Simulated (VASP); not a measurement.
# BeB26As27 (a cell with a defect) in VASP: single point with PBE

Aim: the single point of BeB26As27 (a cell with a defect) with PBE.

Everything below comes from runs of VASP 6.6.1. Logs are shortened: lines on timing, memory, paths and dates and some standing lists are left out, and cuts for length are marked.

**1. The cell of the first run**

The cell holds a defect, 54 atoms: a = 10.134 Å, b = 10.134 Å, c = 10.134 Å, α = 60.00°, β = 60.00°, γ = 60.00°.

**2. Single point, PBE**

The input, INCAR:

```
SYSTEM = BeB26As27
ALGO = Normal
EDIFF = 1E-6
ENCUT = 520
GGA = PE
ISIF = 2
ISMEAR = -1
LASPH = .TRUE.
LCHARG = .FALSE.
LREAL = Auto
LWAVE = .FALSE.
NBANDS = 140
NELECT = 216.0
NELM = 100
PREC = Accurate
SIGMA = 0.01
```

The input, KPOINTS:

```
k-points
0
G
  2 2 2
  0 0 0
```

The input, POSCAR:

```
BeB26As27
1.0
    0.0000000000      7.1655000000      7.1655000000
    7.1655000000      0.0000000000      7.1655000000
    7.1655000000      7.1655000000      0.0000000000
Be B As
1 26 27
Direct
    0.0000000000      0.0000000000      0.0000000000
    0.0010983085      0.0010983085      0.3332235109
    0.0010983085      0.0010983085      0.6645798720
    0.0010983085      0.3332235109      0.0010983085
    0.0005089462      0.3331636846      0.3331636846
    0.0010983085      0.3332235109      0.6645798720
    0.0010983085      0.6645798720      0.0010983085
    0.0010983085      0.6645798720      0.3332235109
    0.0006752300      0.6664415900      0.6664415900
    0.3332235109      0.0010983085      0.0010983085
    0.3331636846      0.0005089462      0.3331636846
    0.3332235109      0.0010983085      0.6645798720
    0.3331636846      0.3331636846      0.0005089462
    0.3331636846      0.3331636846      0.3331636846
    0.3332434060      0.3332434060      0.6667565940
    0.3332235109      0.6645798720      0.0010983085
    0.3332434060      0.6667565940      0.3332434060
    0.3332434060      0.6667565940      0.6667565940
    0.6645798720      0.0010983085      0.0010983085
    0.6645798720      0.0010983085      0.3332235109
    0.6664415900      0.0006752300      0.6664415900
    0.6645798720      0.3332235109      0.0010983085
    0.6667565940      0.3332434060      0.3332434060
    0.6667565940      0.3332434060      0.6667565940
    0.6664415900      0.6664415900      0.0006752300
    0.6667565940      0.6667565940      0.3332434060
    0.6664415900      0.6664415900      0.6664415900
    0.0850530184      0.0850530184      0.0850530184
    0.0827215890      0.0827215890      0.4172784110
    0.0850530184      0.0850530184      0.7448409447
    0.0827215890      0.4172784110      0.0827215890
    0.0827215890      0.4172784110      0.4172784110
    0.0830824004      0.4159994401      0.7504590797
    0.0850530184      0.7448409447      0.0850530184
    0.0830824004      0.7504590797      0.4159994401
    0.0830824004      0.7504590797      0.7504590797
    0.4172784110      0.0827215890      0.0827215890
    0.4172784110      0.0827215890      0.4172784110
    0.4159994401      0.0830824004      0.7504590797
    0.4172784110      0.4172784110      0.0827215890
    0.4165967449      0.4165967449      0.4165967449
    0.4165967449      0.4165967449      0.7502097654
    0.4159994401      0.7504590797      0.0830824004
    0.4165967449      0.7502097654      0.4165967449
    0.4159994401      0.7504590797      0.7504590797
    0.7448409447      0.0850530184      0.0850530184
    0.7504590797      0.0830824004      0.4159994401
    0.7504590797      0.0830824004      0.7504590797
    0.7504590797      0.4159994401      0.0830824004
    0.7502097654      0.4165967449      0.4165967449
    0.7504590797      0.4159994401      0.7504590797
    0.7504590797      0.7504590797      0.0830824004
    0.7504590797      0.7504590797      0.4159994401
    0.7500000000      0.7500000000      0.7500000000
```

Potentials or basis: VASP PAW PBE potentials, release 64 (Be, B, As).

Started as:

```bash
$ cat potpaw_PBE.64/Be/POTCAR potpaw_PBE.64/B/POTCAR potpaw_PBE.64/As/POTCAR > POTCAR
$ mpirun -np 1 vasp_std > vasp.out
```

OUTCAR:

```text
SYSTEM = BeB26As27
   EDIFF = 1E-6
   ENCUT = 520
   GGA = PE
   ISIF = 2
   ISMEAR = -1
   LASPH = .TRUE.
   LREAL = Auto
   NELECT = 216.0
   NELM = 100
   PREC = Accurate

 ion  position               nearest neighbor table
   1  0.000  0.000  0.000-  28 2.11  30 2.11  34 2.11  46 2.11
   2  0.001  0.001  0.333-  29 2.05  28 2.05  35 2.07  47 2.07
   3  0.001  0.001  0.665-  29 2.05  30 2.05  36 2.07  48 2.07
   4  0.001  0.333  0.001-  31 2.05  28 2.05  33 2.07  49 2.07
   5  0.001  0.333  0.333-  50 2.07  32 2.07  29 2.07  31 2.07
   6  0.001  0.333  0.665-  32 2.05  30 2.05  51 2.07  33 2.07
[... 46 lines left out ...]
  53  0.750  0.750  0.416-  26 2.07  27 2.07   8 2.07  20 2.07
  54  0.750  0.750  0.750-   9 2.07  21 2.07  25 2.07  27 2.07

  LATTYP: Found a face centered cubic cell.
 ALAT       =    14.3310000000

  Lattice vectors:

 A1 = (   0.0000000000,   7.1655000000,   7.1655000000)
 A2 = (   7.1655000000,   0.0000000000,   7.1655000000)
 A3 = (   7.1655000000,   7.1655000000,   0.0000000000)

Analysis of symmetry for initial positions (statically):
=====================================================================
 Subroutine PRICEL returns:
 Original cell was already a primitive cell.

 Routine SETGRP: Setting up the symmetry group for a
 face centered cubic supercell.

 Subroutine GETGRP returns: Found 24 space group operations
 (whereof 24 operations were pure point group operations)
 out of a pool of 48 trial point group operations.

The static configuration has the point symmetry T_d .

Analysis of symmetry for dynamics (positions and initial velocities):
=====================================================================
 Subroutine PRICEL returns:
 Original cell was already a primitive cell.

 Routine SETGRP: Setting up the symmetry group for a
 face centered cubic supercell.

 Subroutine GETGRP returns: Found 24 space group operations
 (whereof 24 operations were pure point group operations)
 out of a pool of 48 trial point group operations.

The dynamic configuration has the point symmetry T_d .

 Subroutine INISYM returns: Found 24 space group operations
 (whereof 24 operations are pure point group operations),
 and found     1 'primitive' translations

----------------------------------------------------------------------------------------

                                     Primitive cell

  volume of cell :     735.8165

  direct lattice vectors                    reciprocal lattice vectors
     0.000000000  7.165500000  7.165500000    -0.069778801  0.069778801  0.069778801
     7.165500000  0.000000000  7.165500000     0.069778801 -0.069778801  0.069778801
     7.165500000  7.165500000  0.000000000     0.069778801  0.069778801 -0.069778801

  length of vectors
    10.133547281 10.133547281 10.133547281     0.120860429  0.120860429  0.120860429

  position of ions in fractional coordinates (direct lattice)
     0.000000000  0.000000000  0.000000000
     0.001098308  0.001098308  0.333223511
     0.001098308  0.001098308  0.664579872
     0.001098308  0.333223511  0.001098308
     0.000508946  0.333163685  0.333163685
     0.001098308  0.333223511  0.664579872
[... 46 lines left out ...]
     0.750459080  0.750459080  0.415999440
     0.750000000  0.750000000  0.750000000

  ion indices of the primitive-cell ions
   primitive index   ion index
                 1           1
                 2           2
                 3           3
                 4           4
                 5           5
                 6           6
[... 46 lines left out ...]
                53          53
                54          54

----------------------------------------------------------------------------------------

 KPOINTS: k-points

Automatic generation of k-mesh.
 Grid dimensions read from file:
 generate k-points for:    2    2    2

 Generating k-lattice:

  Cartesian coordinates                     Fractional coordinates (reciprocal lattice)
    -0.034889401  0.034889401  0.034889401     0.500000000  0.000000000  0.000000000
     0.034889401 -0.034889401  0.034889401     0.000000000  0.500000000  0.000000000
     0.034889401  0.034889401 -0.034889401     0.000000000  0.000000000  0.500000000

  Length of vectors
     0.060430214  0.060430214  0.060430214

  Shift w.r.t. Gamma in fractional coordinates (k-lattice)
     0.000000000  0.000000000  0.000000000

 Subroutine IBZKPT returns following result:
 ===========================================

 Found      3 irreducible k-points:

 Following reciprocal coordinates:
            Coordinates               Weight
  0.000000  0.000000  0.000000      1.000000
  0.500000  0.000000  0.000000      4.000000
  0.500000  0.500000  0.000000      3.000000
   k-points           NKPTS =      3   k-points in BZ     NKDIM =      3   number of bands    NBANDS=    140
   number of dos      NEDOS =    301   number of ions     NIONS =     54
   total plane-waves  NPLWV = 512000
   dimension x,y,z NGX =    80 NGY =   80 NGZ =   80
   dimension x,y,z NGXF=   160 NGYF=  160 NGZF=  160
   ions per type =               1  26  27
   NGX,Y,Z   is equivalent  to a cutoff of  13.12, 13.12, 13.12 a.u.
   NGXF,Y,Z  is equivalent  to a cutoff of  26.25, 26.25, 26.25 a.u.
 SYSTEM =  BeB26As27
   PREC   = accura    normal or accurate (medium, high low for compatibility)
   ISTART =      0    job   : 0-new  1-cont  2-samecut
   ICHARG =      2    charge: 1-file 2-atom 10-const
   ISPIN  =      1    spin polarized calculation?
   LNONCOLLINEAR =      F non collinear calculations
   LSORBIT =      F    spin-orbit coupling
   LASPH  =      T    aspherical Exc in radial PAW
   ENCUT  =  520.0 eV  38.22 Ry    6.18 a.u.  18.84 18.84 18.84*2*pi/ulx,y,z
   NELM   =    100;   NELMIN=  2; NELMDL= -5     # of ELM steps
   EDIFF  = 0.1E-05   stopping-criterion for ELM
   LREAL  =      T    real-space projection
   EDIFFG = 0.1E-04   stopping-criterion for IOM
   NSW    =      0    number of steps for IOM
[... 5 lines left out ...]
   TEBEG  =    0.0;   TEEND  =   0.0 temperature during run
   PSTRESS=    0.0 pullay stress
   NELECT =     216.0000    total number of electrons
   NUPDOWN=      -1.0000    fix difference up-down
   EMIN   =  10.00;   EMAX   =-10.00  energy-range for DOS
   EFERMI =   0.00;   METHOD = LEGACY
   ISMEAR =    -1;   SIGMA  =   0.01  broadening in eV -4-tet -1-fermi 0-gaus
   EFERMI_NEDOS =   21; number of points for ismear=-14 and -15
   IALGO  =     38    algorithm
   IMIX   =      4    mixing-type and parameters
     AMIX     =   0.40;   BMIX     =  1.00
     AMIX_MAG =   1.60;   BMIX_MAG =  1.00
  volume/ion in A,a.u.               =      13.63        91.95
  Fermi-wavevector in a.u.,A,eV,Ry     =   1.088018  2.056057 16.106360  1.183784
  Thomas-Fermi vector in A             =   2.224191
   LORBIT       =      0    0 simple, 1 ext, 2 COOP (PROOUT), +10 PAW based schemes
   GGA     = PE    functional components
   LHFCALC =     F    Hartree Fock is set to
   AEXX    =    0.0000 exact exchange contribution
   IVDW    =     0    specifies the selected vdW correction
   LEPSILON=     F    determine dielectric tensor
   LRPA    =     F    only Hartree local field effects (RPA)
 non-spin polarized calculation
  energy-cutoff  :      520.00
  volume of cell :      735.82
 maximum number of plane-waves:     19902
 NGX is ok and might be reduce to    80
   NGX = 37   NGY = 37   NGZ = 37

 number of electron     215.9999999 magnetization

 Free energy of the ion-electron system (eV)
  ---------------------------------------------------
  ext. energy  EPLUGINS =         0.00000000
  ---------------------------------------------------
  free energy    TOTEN  =      -298.00193045 eV

  energy without entropy =     -298.00193045  energy(sigma->0) =     -298.00193045

 E-fermi :   6.5353     XC(G=0): -10.5902

 val. band max:        6.2543872091   @ k =   0.0000   0.0000   0.0000
 cond. band min:       7.3706097978   @ k =   0.0000   0.0000   0.0000
 fundamental gap:      1.1162225887
 Fermi energy:         6.5353475422

 k-point     1 :       0.0000    0.0000    0.0000
  band No.  band energies     occupation
      1      -9.2798      2.00000
      2      -7.6199      2.00000
      3      -7.6199      2.00000
      4      -7.6199      2.00000
      5      -7.6133      2.00000
      6      -7.5610      2.00000
[... 112 lines left out ...]
    119       8.5661      0.00000
    120       8.5661      0.00000

 k-point     2 :       0.5000    0.0000    0.0000
  band No.  band energies     occupation
      1      -8.8834      2.00000
      2      -8.7740      2.00000
      3      -7.7344      2.00000
      4      -7.7275      2.00000
      5      -7.7275      2.00000
      6      -7.6551      2.00000
[... 112 lines left out ...]
    119       8.8695      0.00000
    120       8.8695      0.00000

 k-point     3 :       0.5000    0.5000    0.0000
  band No.  band energies     occupation
      1      -8.7131      2.00000
      2      -8.6607      2.00000
      3      -8.1413      2.00000
      4      -8.1227      2.00000
      5      -8.1227      2.00000
      6      -7.9234      2.00000
[... 112 lines left out ...]
    119       9.3384      0.00000
    120       9.4102      0.00000
 [bands above 120 left out]

------------------------ aborting loop because EDIFF is reached ----------------------------------------

  FORCE on cell =-STRESS in cart. coord.  units (eV):
  Direction    XX          YY          ZZ          XY          YZ          ZX
  --------------------------------------------------------------------------------------
  -------------------------------------------------------------------------------------
  Total       31.2709420     31.2709420     31.2709420     -0.0000000     -0.0000000     -0.0000000
  in kB       68.0897986     68.0897986     68.0897986     -0.0000000     -0.0000000     -0.0000000
  external PRESSURE =      68.0897986 kB  Pullay stress =       0.0000000 kB

 VOLUME and BASIS-vectors are now :
 -----------------------------------------------------------------------------
  energy-cutoff  :      520.00
  volume of cell :      735.82
      direct lattice vectors                 reciprocal lattice vectors
     0.000000000  7.165500000  7.165500000    -0.069778801  0.069778801  0.069778801
     7.165500000  0.000000000  7.165500000     0.069778801 -0.069778801  0.069778801
     7.165500000  7.165500000  0.000000000     0.069778801  0.069778801 -0.069778801

 POSITION                                       TOTAL-FORCE (eV/Angst)
 -----------------------------------------------------------------------------------
      0.00000      0.00000      0.00000         0.000000     -0.000000     -0.000000
      2.39558      2.39558      0.01574         0.000944      0.000944      0.004473
      4.76992      4.76992      0.01574        -0.000944     -0.000944      0.004473
      2.39558      0.01574      2.39558         0.000944      0.004473      0.000944
      4.77457      2.39093      2.39093         0.008803     -0.008803     -0.008803
      7.14976      4.76992      2.39558        -0.004473     -0.000944      0.000944
[... 46 lines left out ...]
      8.35826      8.35826     10.75483         0.005048      0.005048      0.012314
     10.74825     10.74825     10.74825         0.000000     -0.000000     -0.000000
 -----------------------------------------------------------------------------------
    total drift:                                0.000002      0.000002      0.000002

  FREE ENERGIE OF THE ION-ELECTRON SYSTEM (eV)
  ---------------------------------------------------
  free  energy   TOTEN  =      -298.0019304542 eV

  energy  without entropy=     -298.0019304542  energy(sigma->0) =     -298.00193045
```

It took 20 min on 1 thread of Intel Xeon 8259CL, shared host; peak memory 1 GiB.

Results:

* Free energy: -298.0019 eV
* Largest force: 0.050 eV/Å

Forces on the atoms (eV/Å):
```
Be   0.000  0.000  0.000
B    0.001  0.001  0.004
B   -0.001 -0.001  0.004
B    0.001  0.004  0.001
B    0.009 -0.009 -0.009
B   -0.004 -0.001  0.001
B   -0.001  0.004 -0.001
B   -0.004  0.001 -0.001
B    0.008 -0.008 -0.008
B    0.004  0.001  0.001
B   -0.009  0.009 -0.009
B   -0.001 -0.004  0.001
B   -0.009 -0.009  0.009
B    0.009  0.009  0.009
B    0.000  0.000 -0.002
B   -0.001  0.001 -0.004
B    0.000 -0.002  0.000
B    0.002  0.000  0.000
B    0.004 -0.001 -0.001
B    0.001 -0.004 -0.001
B   -0.008  0.008 -0.008
B    0.001 -0.001 -0.004
B   -0.002  0.000  0.000
B    0.000  0.002  0.000
B   -0.008 -0.008  0.008
B    0.000  0.000  0.002
B    0.008  0.008  0.008
As  -0.029 -0.029 -0.029
As   0.000  0.000  0.023
As   0.029  0.029 -0.029
As   0.000  0.023  0.000
As  -0.023  0.000  0.000
As   0.005 -0.005 -0.012
As   0.029 -0.029  0.029
As   0.005 -0.012 -0.005
As   0.012 -0.005 -0.005
As   0.023  0.000  0.000
As   0.000 -0.023  0.000
As  -0.005  0.005 -0.012
As   0.000  0.000 -0.023
As   0.002  0.002  0.002
As  -0.002 -0.002  0.002
As  -0.005 -0.012  0.005
As  -0.002  0.002 -0.002
As   0.012  0.005  0.005
As  -0.029  0.029  0.029
As  -0.012  0.005 -0.005
As  -0.005  0.012 -0.005
As  -0.012 -0.005  0.005
As   0.002 -0.002 -0.002
As   0.005  0.012  0.005
As  -0.005 -0.005  0.012
As   0.005  0.005  0.012
As   0.000  0.000  0.000
```

Levels at points of the mesh, in eV from the Fermi level:
```
           k point  band 106  band 107  band 108  band 109  band 110  band 111
(0.00, 0.00, 0.00)     -0.28     -0.28     -0.28      0.84      0.84      0.88
(0.50, 0.00, 0.00)     -1.12     -0.82     -0.82      1.35      1.35      1.37
(0.50, 0.50, 0.00)     -1.29     -1.03     -1.03      1.02      1.04      1.81
```

Caveat: the cell carries a net charge on a neutralising background, which shifts energy and pressure; the cell is charged against a uniform background, so pressure and absolute levels hang on convention.
